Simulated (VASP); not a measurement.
Input of a VASP 6.6.1 run:

POSCAR

```
LiH
1.0
    0.0000000000      2.1451220099      2.1451220099
    2.1451220099      0.0000000000      2.1451220099
    2.1451220099      2.1451220099      0.0000000000
Li H
1 1
Direct
    0.0000000000      0.0000000000      0.0000000000
    0.2500000000      0.2500000000      0.2500000000
```

INCAR.step1

```
PREC = Accurate
ENCUT = 830
ISMEAR = 0
SIGMA = 0.01
LREAL = False
LASPH = True
NELM = 120
NBANDS = 9
GGA = PE
ALGO = Normal
EDIFF = 1E-5
LWAVE = True
LCHARG = False
GGA_COMPAT = False
```

The input INCAR.step2:

```
PREC = Accurate
ENCUT = 830
EDIFF = 1E-6
ISMEAR = 0
SIGMA = 0.01
LREAL = False
LASPH = True
NELM = 120
ALGO = Normal
ISIF = 2
LWAVE = False
LCHARG = True
METAGGA = R2SCAN
LMIXTAU = True
LELF = True
LVHAR = True
NBANDS = 9
ISTART = 1
GGA_COMPAT = False
```

KPOINTS

```
Automatic mesh
0
Gamma
  8 8 8
```

Potentials or basis: VASP PAW PBE potentials, release 64 (Li_sv, H).

Command:

```bash
$ cat potpaw_PBE.64/Li_sv/POTCAR potpaw_PBE.64/H/POTCAR > POTCAR
$ cp INCAR.step1 INCAR
$ mpirun -np 1 vasp_std > vasp.out
$ cp INCAR.step2 INCAR
$ mpirun -np 1 vasp_std > vasp.out
```

Q: Predict the band gap on the k mesh.

A: 4.78 eV, indirect (least direct gap 5.85 eV).

Q: Predict the pressure.

A: -0.1 GPa.

Caveat: the PAW data sets were made with another functional, which shifts forces and pressure a little. r2SCAN opens gaps a little over a GGA but as a rule still falls short of measured ones.
